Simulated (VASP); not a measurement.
# Fe (Im-3m) in VASP: notebook

The runs below take Fe through single point, with BLYP.

All numbers are computed with VASP 6.6.1; they aren't measurements. Logs are shortened: lines on timing, memory, paths and dates and some standing lists are left out, and cuts for length are marked.

### 1 The cell of the first run

It takes space group Im-3m (No. 229, cubic). Conventional cell: a = 2.839 Å, b = 2.839 Å, c = 2.839 Å, α = 90.00°, β = 90.00°, γ = 90.00°. Fe (site symmetry m-3m) has 14 Fe at 2.46 to 2.84 Å within 3.2 Å.

### 2 Single point, BLYP, non-collinear spin, typed start, spin-orbit coupling

Contents of INCAR:

```
PREC = Accurate ; ENCUT = 600
EDIFF = 1E-6 ; ISMEAR = -1
SIGMA = 0.05 ; LREAL = False
LASPH = True ; NELM = 200
ALGO = Normal ; ISIF = 2
LWAVE = False ; LCHARG = False
MAGMOM = 0 0 -2.199 0 0 -2.199 ; LORBIT = 11
LSORBIT = True ; GGA_COMPAT = False
LORBMOM = True ; LMAXMIX = 4
GGA = B5 ; ALDAX = 1.0
AGGAX = 1.0 ; AGGAC = 1.0
ALDAC = 0.0 ; NBANDS = 28
```

Contents of KPOINTS:

```
regular mesh
0
Gamma
  11 11 11
```

Contents of POSCAR:

```
Fe
1.0
    2.8389615196      0.0000000000      0.0000000000
    0.0000000000      2.8389615196      0.0000000000
    0.0000000000      0.0000000000      2.8389615196
Fe
2
Direct
    0.0000000000      0.0000000000      0.0000000000
    0.5000000000      0.5000000000      0.5000000000
```

Potentials or basis: VASP PAW PBE potentials, release 64 (Fe).

Started as:

```
$ cat potpaw_PBE.64/Fe/POTCAR > POTCAR
$ mpirun -np 1 vasp_ncl > vasp.out
```

OUTCAR:

```text
PREC = Accurate
   ENCUT = 600
   EDIFF = 1E-6
   ISMEAR = -1
   LREAL = False
   LASPH = True
   NELM = 200
   ISIF = 2
   LORBIT = 11
   LSORBIT = True
   GGA = B5

 ion  position               nearest neighbor table
   1  0.000  0.000  0.000-   2 2.46   2 2.46   2 2.46   2 2.46   2 2.46   2 2.46   2 2.46   2 2.46

   2  0.500  0.500  0.500-   1 2.46   1 2.46   1 2.46   1 2.46   1 2.46   1 2.46   1 2.46   1 2.46

  LATTYP: Found a simple cubic cell.
 ALAT       =     2.8389615196

  Lattice vectors:

 A1 = (   2.8389615196,   0.0000000000,   0.0000000000)
 A2 = (   0.0000000000,   2.8389615196,   0.0000000000)
 A3 = (   0.0000000000,   0.0000000000,   2.8389615196)

Analysis of symmetry for initial positions (statically):
=====================================================================
 Subroutine PRICEL returns following result:

  LATTYP: Found a body centered cubic cell.
 ALAT       =     2.8389615196
[... 12 lines left out ...]
 Subroutine GETGRP returns: Found 48 space group operations
 (whereof 48 operations were pure point group operations)
 out of a pool of 48 trial point group operations.

The static configuration has the point symmetry O_h .

Analysis of symmetry for dynamics (positions and initial velocities):
=====================================================================
 Subroutine PRICEL returns following result:

  LATTYP: Found a body centered cubic cell.
 ALAT       =     2.8389615196
[... 12 lines left out ...]
 Subroutine GETGRP returns: Found 48 space group operations
 (whereof 48 operations were pure point group operations)
 out of a pool of 48 trial point group operations.

The dynamic configuration has the point symmetry O_h .

Analysis of structural, dynamic, and magnetic symmetry:
=====================================================================
 Subroutine PRICEL returns following result:

  LATTYP: Found a body centered cubic cell.
 ALAT       =     2.8389615196
[... 12 lines left out ...]
 Subroutine GETGRP returns: Found  8 space group operations
 (whereof  8 operations were pure point group operations)
 out of a pool of 48 trial point group operations.

The overall configuration has the point symmetry C_4h.

 Subroutine INISYM returns: Found  8 space group operations
 (whereof  8 operations are pure point group operations),
 and found     2 'primitive' translations

----------------------------------------------------------------------------------------

                                     Primitive cell

  volume of cell :      11.4406

  direct lattice vectors                    reciprocal lattice vectors
     1.419480760  1.419480760 -1.419480760     0.352241477  0.352241477  0.000000000
    -1.419480760  1.419480760  1.419480760    -0.000000000  0.352241477  0.352241477
     1.419480760 -1.419480760  1.419480760     0.352241477  0.000000000  0.352241477

  length of vectors
     2.458612796  2.458612796  2.458612796     0.498144675  0.498144675  0.498144675

  position of ions in fractional coordinates (direct lattice)
     0.000000000  0.000000000  0.000000000

  ion indices of the primitive-cell ions
   primitive index   ion index
                 1           1

----------------------------------------------------------------------------------------

 KPOINTS: regular mesh

Automatic generation of k-mesh.
 Grid dimensions read from file:
 generate k-points for:   11   11   11

 Generating k-lattice:

  Cartesian coordinates                     Fractional coordinates (reciprocal lattice)
     0.032021952  0.000000000  0.000000000     0.090909091  0.000000000  0.000000000
     0.000000000  0.032021952  0.000000000     0.000000000  0.090909091  0.000000000
     0.000000000  0.000000000  0.032021952     0.000000000  0.000000000  0.090909091

  Length of vectors
     0.032021952  0.032021952  0.032021952

  Shift w.r.t. Gamma in fractional coordinates (k-lattice)
     0.000000000  0.000000000  0.000000000

 Subroutine IBZKPT returns following result:
 ===========================================
[... 83 lines left out ...]
   NGX = 11   NGY = 11   NGZ = 11

 number of electron      16.0000011 magnetization      -0.0000000     -0.0000000     -4.3602779

 number of electron      16.0000011 magnetization       0.0000000      0.0000000     -4.3601804

 number of electron      16.0000011 magnetization       0.0000000     -0.0000000     -4.3601807

 Free energy of the ion-electron system (eV)
  ---------------------------------------------------
  ext. energy  EPLUGINS =         0.00000000
  ---------------------------------------------------
  free energy    TOTEN  =       -14.35931304 eV

  energy without entropy =      -14.34256947  energy(sigma->0) =      -14.35094125

 E-fermi :   6.2534     XC(G=0): -12.4642

 val. band max:        6.2513388185   @ k =   0.0000   0.3636   0.1818
 cond. band min:       6.2673363290   @ k =   0.0000   0.0000   0.0909
 fundamental gap:      0.0159975106
 Fermi energy:         6.2534476043

 k-point     1 :       0.0000    0.0000    0.0000
  band No.  band energies     occupation
      1      -2.0000      1.00000
      2      -1.8054      1.00000
      3       1.4932      1.00000
      4       1.4940      1.00000
      5       3.2651      1.00000
      6       3.2670      1.00000
[... 733 lines left out ...]
     27      20.6189      0.00000
     28      21.2123      0.00000

 [... further k-points ...]
[... 5 lines left out ...]
  --------------------------------------------------------------------------------------
  -------------------------------------------------------------------------------------
  Total        1.0078982      1.0078982      1.0130397      0.0000004      0.0000000      0.0000000
  in kB       70.5746484     70.5746484     70.9346634      0.0000255      0.0000000      0.0000000
  external PRESSURE =      70.6946534 kB  Pullay stress =       0.0000000 kB

 VOLUME and BASIS-vectors are now :
 -----------------------------------------------------------------------------
  energy-cutoff  :      600.00
  volume of cell :       22.88
      direct lattice vectors                 reciprocal lattice vectors
     2.838961520  0.000000000  0.000000000     0.352241477  0.000000000  0.000000000
     0.000000000  2.838961520  0.000000000     0.000000000  0.352241477  0.000000000
     0.000000000  0.000000000  2.838961520     0.000000000  0.000000000  0.352241477

 POSITION                                       TOTAL-FORCE (eV/Angst)
 -----------------------------------------------------------------------------------
      0.00000      0.00000      0.00000         0.000000     -0.000000      0.000000
      1.41948      1.41948      1.41948        -0.000000      0.000000     -0.000000
 -----------------------------------------------------------------------------------
    total drift:                                0.000000     -0.000000     -0.000000

  FREE ENERGIE OF THE ION-ELECTRON SYSTEM (eV)
  ---------------------------------------------------
  free  energy   TOTEN  =       -14.3593130358 eV

  energy  without entropy=      -14.3425694702  energy(sigma->0) =      -14.35094125

 orbital moment (x)

 # of ion     p       d       tot
 ----------------------------------------
  1         0.000   0.000   0.000
  2         0.000  -0.000  -0.000
 ----------------------------------------
            0.000  -0.000  -0.000

 orbital moment (y)

 # of ion     p       d       tot
 ----------------------------------------
  1         0.000  -0.000  -0.000
  2        -0.000  -0.000  -0.000
 ----------------------------------------
           -0.000  -0.000  -0.000

 orbital moment (z)

 # of ion     p       d       tot
 ----------------------------------------
  1        -0.000  -0.048  -0.049
  2        -0.000  -0.048  -0.049
 ----------------------------------------
           -0.000  -0.097  -0.097

 Spin-Orbit-Coupling matrix elements

 Ion:    1  E_soc:     -0.0121780
 l=   1
     0.0000000    -0.0003108    -0.0002989
    -0.0003108     0.0000000    -0.0003108
    -0.0002989    -0.0003108     0.0000000
 l=   2
     0.0000000    -0.0003552     0.0000000    -0.0003552    -0.0011975
    -0.0003552     0.0000000    -0.0010507    -0.0004531    -0.0003530
     0.0000000    -0.0010507     0.0000000    -0.0010507     0.0000000
    -0.0003552    -0.0004531    -0.0010507     0.0000000    -0.0003530
    -0.0011975    -0.0003530     0.0000000    -0.0003530     0.0000000
 l=   3
     0.0000000     0.0000000     0.0000000     0.0000000     0.0000000     0.0000000     0.0000000
     0.0000000     0.0000000     0.0000000     0.0000000     0.0000000     0.0000000     0.0000000
     0.0000000     0.0000000     0.0000000     0.0000000     0.0000000     0.0000000     0.0000000
     0.0000000     0.0000000     0.0000000     0.0000000     0.0000000     0.0000000     0.0000000
     0.0000000     0.0000000     0.0000000     0.0000000     0.0000000     0.0000000     0.0000000
     0.0000000     0.0000000     0.0000000     0.0000000     0.0000000     0.0000000     0.0000000
     0.0000000     0.0000000     0.0000000     0.0000000     0.0000000     0.0000000     0.0000000

 Ion:    2  E_soc:     -0.0121780
 l=   1
     0.0000000    -0.0003108    -0.0002989
    -0.0003108     0.0000000    -0.0003108
    -0.0002989    -0.0003108     0.0000000
 l=   2
     0.0000000    -0.0003552     0.0000000    -0.0003552    -0.0011975
    -0.0003552     0.0000000    -0.0010507    -0.0004531    -0.0003530
     0.0000000    -0.0010507     0.0000000    -0.0010507     0.0000000
    -0.0003552    -0.0004531    -0.0010507     0.0000000    -0.0003530
    -0.0011975    -0.0003530     0.0000000    -0.0003530     0.0000000
 l=   3
     0.0000000     0.0000000     0.0000000     0.0000000     0.0000000     0.0000000     0.0000000
     0.0000000     0.0000000     0.0000000     0.0000000     0.0000000     0.0000000     0.0000000
     0.0000000     0.0000000     0.0000000     0.0000000     0.0000000     0.0000000     0.0000000
     0.0000000     0.0000000     0.0000000     0.0000000     0.0000000     0.0000000     0.0000000
     0.0000000     0.0000000     0.0000000     0.0000000     0.0000000     0.0000000     0.0000000
     0.0000000     0.0000000     0.0000000     0.0000000     0.0000000     0.0000000     0.0000000
     0.0000000     0.0000000     0.0000000     0.0000000     0.0000000     0.0000000     0.0000000

 total charge

# of ion       s       p       d       tot
------------------------------------------
    1        0.485   0.515   6.296   7.296
    2        0.485   0.515   6.296   7.296
--------------------------------------------------
tot          0.971   1.029  12.592  14.592

 magnetization (x)

# of ion       s       p       d       tot
------------------------------------------
    1        0.000   0.000  -0.000   0.000
    2        0.000   0.000  -0.000   0.000
--------------------------------------------------
tot          0.000   0.000  -0.000   0.000

 magnetization (y)

# of ion       s       p       d       tot
------------------------------------------
    1       -0.000   0.000   0.000  -0.000
    2        0.000   0.000  -0.000   0.000
--------------------------------------------------
tot          0.000   0.000   0.000   0.000

 magnetization (z)

# of ion       s       p       d       tot
------------------------------------------
    1        0.013   0.048  -2.232  -2.172
    2        0.013   0.048  -2.232  -2.172
--------------------------------------------------
tot          0.026   0.095  -4.465  -4.344
```

It took 14 min on 1 thread of Oxide Virtual Turin-like, shared host; peak memory 0.32 GiB.

What came out:

- Free energy: -14.3593 eV
- Pressure: 7.1 GPa
- Net moment: 4.36 μB per cell
- Valence electrons inside the program's atomic spheres: Fe 7.30

Moments on the atoms (μB; x, y, z):
```
Fe   0.00  0.00 -2.17
Fe   0.00  0.00 -2.17
```

Caveat: the cell stands under pressure; the PAW data sets were made with another functional, which shifts forces and pressure a little.

### 3 Single point, BLYP, collinear spin, ferromagnetic start (11.90 Å³/atom)

This run uses another cell than the first one, of 11.90 Å³/atom.

Contents of INCAR:

```
SYSTEM = Fe
AGGAC = 1.0
AGGAX = 1.0
ALDAC = 0.0
ALDAX = 1.0
ALGO = Normal
EDIFF = 1E-6
ENCUT = 600
GGA = B5
GGA_COMPAT = .False.
ISIF = 2
ISMEAR = -1
ISPIN = 2
LASPH = .True.
LCHARG = .False.
LMAXMIX = 4
LORBIT = 11
LREAL = .False.
LWAVE = .False.
MAGMOM = -2.199 -2.199
NBANDS = 19
NELM = 200
PREC = Accurate
SIGMA = 0.05
```

Contents of KPOINTS:

```
k-points
0
Gamma
  18 18 18
  0 0 0
```

Contents of POSCAR:

```
Fe
1.0
    2.8763205606      0.0000000000      0.0000000000
    0.0000000000      2.8763205606      0.0000000000
    0.0000000000      0.0000000000      2.8763205606
Fe
2
Direct
    0.0000000000      0.0000000000      0.0000000000
    0.5000000000      0.5000000000      0.5000000000
```

Potentials or basis: VASP PAW PBE potentials, release 64 (Fe).

Started as:

```
$ cat potpaw_PBE.64/Fe/POTCAR > POTCAR
$ mpirun -np 1 vasp_std > vasp.out
```

OUTCAR:

```text
SYSTEM = Fe
   EDIFF = 1E-6
   ENCUT = 600
   GGA = B5
   ISIF = 2
   ISMEAR = -1
   ISPIN = 2
   LASPH = .True.
   LORBIT = 11
   LREAL = .False.
   NELM = 200
   PREC = Accurate

 ion  position               nearest neighbor table
   1  0.000  0.000  0.000-   2 2.49   2 2.49   2 2.49   2 2.49   2 2.49   2 2.49   2 2.49   2 2.49

   2  0.500  0.500  0.500-   1 2.49   1 2.49   1 2.49   1 2.49   1 2.49   1 2.49   1 2.49   1 2.49

  LATTYP: Found a simple cubic cell.
 ALAT       =     2.8763205606

  Lattice vectors:

 A1 = (   2.8763205606,   0.0000000000,   0.0000000000)
 A2 = (   0.0000000000,   2.8763205606,   0.0000000000)
 A3 = (   0.0000000000,   0.0000000000,   2.8763205606)

Analysis of symmetry for initial positions (statically):
=====================================================================
[... 1300 lines left out ...]
     2.876320561  0.000000000  0.000000000     0.347666395  0.000000000  0.000000000
     0.000000000  2.876320561  0.000000000     0.000000000  0.347666395  0.000000000
     0.000000000  0.000000000  2.876320561     0.000000000  0.000000000  0.347666395

 POSITION                                       TOTAL-FORCE (eV/Angst)
 -----------------------------------------------------------------------------------
      0.00000      0.00000      0.00000        -0.000000      0.000000     -0.000000
      1.43816      1.43816      1.43816         0.000000     -0.000000      0.000000
 -----------------------------------------------------------------------------------
    total drift:                                0.000000      0.000000     -0.000000

  FREE ENERGIE OF THE ION-ELECTRON SYSTEM (eV)
  ---------------------------------------------------
  free  energy   TOTEN  =       -14.3677356143 eV

  energy  without entropy=      -14.3509782161  energy(sigma->0) =      -14.35935692

 total charge

# of ion       s       p       d       tot
------------------------------------------
    1        0.469   0.481   6.272   7.222
    2        0.469   0.481   6.272   7.222
--------------------------------------------------
tot          0.938   0.963  12.543  14.444

 magnetization (x)

# of ion       s       p       d       tot
------------------------------------------
    1        0.014   0.048  -2.304  -2.241
    2        0.014   0.048  -2.304  -2.241
--------------------------------------------------
tot          0.029   0.096  -4.607  -4.483
```

It took 3.6 min on 1 thread of Oxide Virtual Turin-like, shared host; peak memory 0.24 GiB.

What came out:

* Free energy: -14.3677 eV
* Pressure: -0.1 GPa
* Net moment: -4.49 μB per cell
* Site moments: Fe -2.24 μB
* Valence electrons inside the program's atomic spheres: Fe 7.22

Levels at points of the mesh, in eV from the Fermi level:
Spin up:
```
           k point  band 4  band 5  band 6  band 7  band 8  band 9
(0.00, 0.00, 0.00)   -0.33   -0.33   -0.33    1.64    1.64    2.22
(0.50, 0.00, 0.00)   -0.61    0.05    0.05    0.05    0.05    0.91
(0.50, 0.50, 0.00)   -1.52    0.87    0.87    1.48    1.48    1.86
(0.50, 0.50, 0.50)   -1.63   -1.63   -1.63    1.91    1.91    1.91
```
Spin down:
| k point | band 7 | band 8 | band 9 | band 10 | band 11 | band 12 | band 13 | band 14 |
| --- | --- | --- | --- | --- | --- | --- | --- | --- |
| (0.00, 0.00, 0.00) | -1.06 | -1.06 | 0.07 | 0.07 | 0.07 | 9.72 | 9.72 | 9.72 |
| (0.50, 0.00, 0.00) | -1.77 | -1.77 | -1.09 | -1.09 | 0.19 | 0.19 | 16.61 | 16.61 |
| (0.50, 0.50, 0.00) | -0.89 | -0.89 | 0.32 | 0.32 | 0.75 | 0.75 | 7.02 | 7.02 |
| (0.50, 0.50, 0.50) | -0.86 | -0.86 | -0.86 | -0.86 | 8.51 | 8.51 | 8.51 | 8.51 |

Caveat: the PAW data sets were made with another functional, which shifts forces and pressure a little.
